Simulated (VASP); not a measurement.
# Si4HC4 in VASP: further runs

Runs on Si4HC4. Level: PBEsol. Tasks: single point.

Program: VASP 6.6.1. These are calculated values, not measurements. Logs are shortened: lines on timing, memory, paths and dates and some standing lists are left out, and cuts for length are marked.

## (1) The cell of the first run

The cell holds a slab with vacuum, 9 atoms: a = 3.081 Å, b = 3.081 Å, c = 26.624 Å, α = 90.00°, β = 90.00°, γ = 90.00°.

## (2) Single point, PBEsol, collinear spin

File INCAR:

```
SYSTEM = Si4HC4
PREC = Accurate
ENCUT = 520
EDIFF = 1E-6
ISMEAR = 0
SIGMA = 0.05
LREAL = .FALSE.
LASPH = .TRUE.
NELM = 200
ALGO = Normal
ISIF = 2
LWAVE = .FALSE.
LCHARG = .TRUE.
ISPIN = 2
MAGMOM = 0 0 0 0 0 0 0 0 1
LORBIT = 11
LDIPOL = .TRUE.
IDIPOL = 3
DIPOL = 0.5 0.5 0.480
GGA = PS
LELF = .TRUE.
LVHAR = .TRUE.
LVACPOTAV = .TRUE.
NBANDS = 30
GGA_COMPAT = .FALSE.
NELMDL = -8
```

File KPOINTS:

```
Automatic mesh
0
G
  9 9 1
  0 0 0
```

File POSCAR:

```
Si4HC4
1.0
    3.0806203182      0.0000000000      0.0000000000
    0.0000000000      3.0806203182      0.0000000000
    0.0000000000      0.0000000000     26.6241463104
C Si H
4 4 1
Direct
    0.0000000000      0.5000000000      0.3192590629
    0.5000000000      0.0000000000      0.4010768042
    0.0000000000      0.5000000000      0.4835985656
    0.5000000000      0.0000000000      0.5627531297
    0.5000000000      0.5000000000      0.3601679335
    0.0000000000      0.0000000000      0.4419856749
    0.5000000000      0.5000000000      0.5238938788
    0.0000000000      0.0000000000      0.6198901875
    0.5000000000      0.0000000000      0.6049115724
```

Potentials or basis: VASP PAW PBE potentials, release 64 (C, Si, H).

Command:

```sh
> cat potpaw_PBE.64/C/POTCAR potpaw_PBE.64/Si/POTCAR potpaw_PBE.64/H/POTCAR > POTCAR
> mpirun -np 1 vasp_std > vasp.out
```

OUTCAR:

```text
SYSTEM = Si4HC4
   PREC = Accurate
   ENCUT = 520
   EDIFF = 1E-6
   ISMEAR = 0
   LREAL = .FALSE.
   LASPH = .TRUE.
   NELM = 200
   ISIF = 2
   ISPIN = 2
   LORBIT = 11
   GGA = PS
   NELMDL = -8

 ion  position               nearest neighbor table
   1  0.000  0.500  0.319-   5 1.89   5 1.89
   2  0.500  0.000  0.401-   5 1.89   6 1.89   5 1.89   6 1.89
   3  0.000  0.500  0.484-   7 1.88   7 1.88   6 1.90   6 1.90
   4  0.500  0.000  0.563-   9 1.12   7 1.86   7 1.86   8 2.16   8 2.16
   5  0.500  0.500  0.360-   1 1.89   1 1.89   2 1.89   2 1.89   6 3.08   6 3.08   6 3.08   6 3.08

   6  0.000  0.000  0.442-   2 1.89   2 1.89   3 1.90   3 1.90   5 3.08   5 3.08   5 3.08   5 3.08
                             7 3.08   7 3.08   7 3.08   7 3.08
   7  0.500  0.500  0.524-   4 1.86   4 1.86   3 1.88   3 1.88   6 3.08   6 3.08   6 3.08   6 3.08

   8  0.000  0.000  0.620-   9 1.59   9 1.59   4 2.16   4 2.16
   9  0.500  0.000  0.605-   4 1.12   8 1.59   8 1.59

  LATTYP: Found a simple tetragonal cell.
 ALAT       =     3.0806203182
 C/A-ratio  =     8.6424627381

  Lattice vectors:

 A1 = (   3.0806203182,   0.0000000000,   0.0000000000)
 A2 = (   0.0000000000,   3.0806203182,   0.0000000000)
 A3 = (   0.0000000000,   0.0000000000,  26.6241463104)

Analysis of symmetry for initial positions (statically):
=====================================================================
 Subroutine PRICEL returns:
 Original cell was already a primitive cell.

 Routine SETGRP: Setting up the symmetry group for a
 simple tetragonal supercell.

 Subroutine GETGRP returns: Found  4 space group operations
 (whereof  4 operations were pure point group operations)
 out of a pool of 16 trial point group operations.

The static configuration has the point symmetry C_2v.

Analysis of symmetry for dynamics (positions and initial velocities):
=====================================================================
 Subroutine PRICEL returns:
 Original cell was already a primitive cell.

 Routine SETGRP: Setting up the symmetry group for a
 simple tetragonal supercell.

 Subroutine GETGRP returns: Found  4 space group operations
 (whereof  4 operations were pure point group operations)
 out of a pool of 16 trial point group operations.

The dynamic configuration has the point symmetry C_2v.

Analysis of structural, dynamic, and magnetic symmetry:
=====================================================================
 Subroutine PRICEL returns:
 Original cell was already a primitive cell.

 Routine SETGRP: Setting up the symmetry group for a
 simple tetragonal supercell.

 Subroutine GETGRP returns: Found  4 space group operations
 (whereof  4 operations were pure point group operations)
 out of a pool of 16 trial point group operations.

The overall configuration has the point symmetry C_2v.

 Subroutine INISYM returns: Found  4 space group operations
 (whereof  4 operations are pure point group operations),
 and found     1 'primitive' translations

----------------------------------------------------------------------------------------

                                     Primitive cell

  volume of cell :     252.6690

  direct lattice vectors                    reciprocal lattice vectors
     3.080620318  0.000000000  0.000000000     0.324609948  0.000000000  0.000000000
     0.000000000  3.080620318  0.000000000     0.000000000  0.324609948  0.000000000
     0.000000000  0.000000000 26.624146310     0.000000000  0.000000000  0.037559890

  length of vectors
     3.080620318  3.080620318 26.624146310     0.324609948  0.324609948  0.037559890

  position of ions in fractional coordinates (direct lattice)
     0.000000000  0.500000000  0.319259063
     0.500000000  0.000000000  0.401076804
     0.000000000  0.500000000  0.483598566
     0.500000000  0.000000000  0.562753130
     0.500000000  0.500000000  0.360167934
     0.000000000  0.000000000  0.441985675
     0.500000000  0.500000000  0.523893879
     0.000000000  0.000000000  0.619890187
     0.500000000  0.000000000  0.604911572

  ion indices of the primitive-cell ions
   primitive index   ion index
                 1           1
                 2           2
[... 71 lines left out ...]
   ICHARG =      2    charge: 1-file 2-atom 10-const
   ISPIN  =      2    spin polarized calculation?
   LNONCOLLINEAR =      F non collinear calculations
   LSORBIT =      F    spin-orbit coupling
   LASPH  =      T    aspherical Exc in radial PAW
   ENCUT  =  520.0 eV  38.22 Ry    6.18 a.u.   5.73  5.73 49.50*2*pi/ulx,y,z
   NELM   =    200;   NELMIN=  2; NELMDL= -8     # of ELM steps
   EDIFF  = 0.1E-05   stopping-criterion for ELM
   LREAL  =      F    real-space projection
   EDIFFG = 0.1E-04   stopping-criterion for IOM
   NSW    =      0    number of steps for IOM
   IBRION =     -1    ionic relax: 0-MD 1-quasi-New 2-CG
   NFREE  =      0    steps in history (QN), initial steepest desc. (CG)
   ISIF   =      2    stress and relaxation
   ISYM   =      2    0-nonsym 1-usesym 2-fastsym
   POTIM  = 0.5000    time-step for ionic-motion
   TEBEG  =    0.0;   TEEND  =   0.0 temperature during run
   PSTRESS=    0.0 pullay stress
   NELECT =      33.0000    total number of electrons
   NUPDOWN=      -1.0000    fix difference up-down
   EMIN   =  10.00;   EMAX   =-10.00  energy-range for DOS
   EFERMI =   0.00;   METHOD = LEGACY
   ISMEAR =     0;   SIGMA  =   0.05  broadening in eV -4-tet -1-fermi 0-gaus
   EFERMI_NEDOS =   21; number of points for ismear=-14 and -15
   IALGO  =     38    algorithm
   IMIX   =      4    mixing-type and parameters
     AMIX     =   0.40;   BMIX     =  1.00
     AMIX_MAG =   1.60;   BMIX_MAG =  1.00
  volume/ion in A,a.u.               =      28.07       189.45
  Fermi-wavevector in a.u.,A,eV,Ry     =   0.830607  1.569619  9.386763  0.689908
  Thomas-Fermi vector in A             =   1.943353
   LORBIT       =     11    0 simple, 1 ext, 2 COOP (PROOUT), +10 PAW based schemes
   GGA     = PS    functional components
   LHFCALC =     F    Hartree Fock is set to
   AEXX    =    0.0000 exact exchange contribution
   IVDW    =     0    specifies the selected vdW correction
   LEPSILON=     F    determine dielectric tensor
   LRPA    =     F    only Hartree local field effects (RPA)
 spin polarized calculation
 Gauss-broadening in eV      SIGMA  =   0.05
  energy-cutoff  :      520.00
  volume of cell :      252.67
 maximum number of plane-waves:      6838
   NGX = 11   NGY = 11   NGZ = 99

 dipolmoment           0.000000      0.000000      0.199679 electrons x Angstroem

 number of electron      32.9999998 magnetization      -0.0000036

 number of electron      32.9999998 magnetization       0.0000042

 dipolmoment           0.000000      0.000000     -0.146758 electrons x Angstroem

 Free energy of the ion-electron system (eV)
  ---------------------------------------------------
  ext. energy  EPLUGINS =         0.00000000
  ---------------------------------------------------
  free energy    TOTEN  =       -58.42397578 eV

  energy without entropy =      -58.42000737  energy(sigma->0) =      -58.42199157

 E-fermi :  -0.9604     XC(G=0):  -4.6785

 val. band max:       -0.9719272580   @ k =   0.0000   0.0000   0.0000
 cond. band min:      -0.9383366040   @ k =   0.2222   0.1111   0.0000
 fundamental gap:      0.0335906540
 Fermi energy:        -0.9604178912

 spin component 1

 k-point     1 :       0.0000    0.0000    0.0000
  band No.  band energies     occupation
      1     -17.6389      1.00000
      2     -16.3536      1.00000
      3     -14.7348      1.00000
      4     -12.0987      1.00000
      5     -10.5676      1.00000
      6      -6.9310      1.00000
[... 733 lines left out ...]
     27       6.6928      0.00000
     28       7.1987      0.00000

 [... further k-points ...]

 spin component 2

 k-point     1 :       0.0000    0.0000    0.0000
  band No.  band energies     occupation
      1     -17.6389      1.00000
      2     -16.3536      1.00000
      3     -14.7348      1.00000
      4     -12.0988      1.00000
      5     -10.5676      1.00000
      6      -6.9310      1.00000
[... 733 lines left out ...]
     27       6.6935      0.00000
     28       7.1994      0.00000

 [... further k-points ...]

 [bands above 28 left out]

------------------------ aborting loop because EDIFF is reached ----------------------------------------

  FORCE on cell =-STRESS in cart. coord.  units (eV):
  Direction    XX          YY          ZZ          XY          YZ          ZX
  --------------------------------------------------------------------------------------
  -------------------------------------------------------------------------------------
  Total        7.9265821     -2.6866154     -2.3368227      0.0000000      0.0000000      0.0000000
  in kB       50.2625483    -17.0358589    -14.8178195      0.0000000      0.0000000      0.0000000
  external PRESSURE =       6.1362900 kB  Pullay stress =       0.0000000 kB

 VOLUME and BASIS-vectors are now :
 -----------------------------------------------------------------------------
  energy-cutoff  :      520.00
  volume of cell :      252.67
      direct lattice vectors                 reciprocal lattice vectors
     3.080620318  0.000000000  0.000000000     0.324609948  0.000000000  0.000000000
     0.000000000  3.080620318  0.000000000     0.000000000  0.324609948  0.000000000
     0.000000000  0.000000000 26.624146310     0.000000000  0.000000000  0.037559890

 POSITION                                       TOTAL-FORCE (eV/Angst)
 -----------------------------------------------------------------------------------
      0.00000      1.54031      8.50000         0.000000      0.000000      2.033537
      1.54031      0.00000     10.67833         0.000000      0.000000      0.666354
      0.00000      1.54031     12.87540         0.000000      0.000000      0.099718
      1.54031      0.00000     14.98282         0.000000      0.000000      0.018431
      1.54031      1.54031      9.58916         0.000000      0.000000     -2.177555
      0.00000      0.00000     11.76749         0.000000      0.000000     -0.630762
      1.54031      1.54031     13.94823         0.000000      0.000000     -0.085579
      0.00000      0.00000     16.50405         0.000000      0.000000      0.034083
      1.54031      0.00000     16.10525         0.000000      0.000000      0.041773
 -----------------------------------------------------------------------------------
    total drift:                                0.000000      0.000000     -0.000031

  FREE ENERGIE OF THE ION-ELECTRON SYSTEM (eV)
  ---------------------------------------------------
  free  energy   TOTEN  =       -58.4239757757 eV

  energy  without entropy=      -58.4200073705  energy(sigma->0) =      -58.42199157

 vacuum level on the upper side and lower side of the slab         3.664         6.463

 total charge

# of ion       s       p       d       tot
------------------------------------------
    1        0.917   1.304   0.000   2.221
    2        0.842   1.675   0.000   2.517
    3        0.836   1.692   0.000   2.528
    4        0.858   1.648   0.000   2.506
    5        0.711   0.976   0.000   1.686
    6        0.711   0.960   0.000   1.671
    7        0.714   0.984   0.000   1.698
    8        0.877   0.724   0.000   1.602
    9        0.650   0.092   0.000   0.742
--------------------------------------------------
tot          7.116  10.056   0.000  17.172

 magnetization (x)

# of ion       s       p       d       tot
------------------------------------------
    1       -0.000  -0.000   0.000  -0.000
    2       -0.000  -0.000   0.000  -0.000
    3        0.000   0.000   0.000   0.000
    4        0.000   0.000   0.000   0.000
    5       -0.000  -0.000   0.000  -0.000
    6       -0.000  -0.000   0.000  -0.000
    7       -0.000  -0.000   0.000  -0.000
    8       -0.000   0.000   0.000   0.000
    9        0.000  -0.000   0.000   0.000
--------------------------------------------------
tot         -0.000  -0.000   0.000  -0.000
```

It took 14 min on 1 thread of Intel Xeon Platinum 8259CL at 2.50GHz (Skylake/Cascade Lake), shared host; peak memory 0.59 GiB.

What came out:

```yaml
Free_energy: -58.4240 eV
Largest_force: 2.178 eV/Å
Net_moment: 0.00 μB per cell
Valence_electrons_inside_the_program's_atomic_spheres: C 2.22, 2.52, 2.53, 2.51; Si 1.69, 1.67, 1.70, 1.60; H 0.74
```

Forces on the atoms (eV/Å):
```
C    0.000  0.000  2.034
C    0.000  0.000  0.666
C    0.000  0.000  0.100
C    0.000  0.000  0.018
Si   0.000  0.000 -2.178
Si   0.000  0.000 -0.631
Si   0.000  0.000 -0.086
Si   0.000  0.000  0.034
H    0.000  0.000  0.042
```

Caveat: the PAW data sets were made with another functional, which shifts forces and pressure a little.

## (3) Single point, PBEsol, collinear spin

File INCAR:

```
SYSTEM = Si4HC4
  PREC = Accurate
  ENCUT = 520
  EDIFF = 1E-6
  ISMEAR = -4
  SIGMA = 0.05
  LREAL = .FALSE.
  LASPH = .TRUE.
  NELM = 200
  ALGO = Normal
  ISIF = 2
  LWAVE = .FALSE.
  LCHARG = .FALSE.
  ISPIN = 2
  MAGMOM = 0 0 0 0 0 0 0 0 1
  LORBIT = 11
  LDIPOL = .TRUE.
  IDIPOL = 3
  DIPOL = 0.5 0.5 0.485
  GGA = PS
  NBANDS = 30
  GGA_COMPAT = .FALSE.
  NELMDL = -8
```

KPOINTS is that of step 2.

File POSCAR:

```
Si4HC4
1.0
    3.0806203182      0.0000000000      0.0000000000
    0.0000000000      3.0806203182      0.0000000000
    0.0000000000      0.0000000000     26.6241463104
C Si H
4 4 1
Direct
    0.0000000000      0.5000000000      0.3192590629
    0.5000000000      0.0000000000      0.4010768042
    0.0000000000      0.5000000000      0.4838856422
    0.5000000000      0.0000000000      0.5658213545
    0.5000000000      0.5000000000      0.3601679335
    0.0000000000      0.0000000000      0.4419856749
    0.5000000000      0.5000000000      0.5239497991
    0.0000000000      0.0000000000      0.6042149103
    0.0000000000      0.0000000000      0.6601916730
```

Potentials or basis: VASP PAW PBE potentials, release 64 (C, Si, H).

Command:

```sh
> cat potpaw_PBE.64/C/POTCAR potpaw_PBE.64/Si/POTCAR potpaw_PBE.64/H/POTCAR > POTCAR
> mpirun -np 1 vasp_std > vasp.out
```

Wall time 15 min (1 thread of Intel Xeon Platinum 8259CL at 2.50GHz (Skylake/Cascade Lake), shared host); peak memory 0.6 GiB.

It converged, with:

| Item | Value |
| --- | --- |
| Free energy | -61.2013 eV |
| Largest force | 2.260 eV/Å |
| Net moment | 0.00 μB per cell |
| Valence electrons inside the program's atomic spheres | C 2.22, 2.52, 2.53 (each value once); Si 1.69, 1.67, 1.68 (each value once); H 0.56 |

Forces on the atoms (eV/Å):
```
C    0.000  0.000  2.051
C    0.000  0.000  0.757
C    0.000  0.000  0.062
C    0.000  0.000  0.091
Si   0.000  0.000 -2.260
Si   0.000  0.000 -0.607
Si   0.000  0.000 -0.028
Si   0.000  0.000 -0.079
H    0.000  0.000  0.014
```

Levels at points of the mesh, in eV from the Fermi level:
Spin up:
```tsv
k point	band 13	band 14	band 15	band 16	band 17	band 18	band 19	band 20
(0.00, 0.00, 0.00)	-2.03	-1.73	-0.30	-0.29	0.78	1.76	1.77	2.87
```
Spin down:
| k point | band 13 | band 14 | band 15 | band 16 | band 17 | band 18 | band 19 | band 20 |
| --- | --- | --- | --- | --- | --- | --- | --- | --- |
| (0.00, 0.00, 0.00) | -2.03 | -1.73 | -0.30 | -0.29 | 0.78 | 1.76 | 1.77 | 2.87 |

Caveat: the PAW data sets were made with another functional, which shifts forces and pressure a little; tetrahedron occupations give inexact forces and stress in metals.
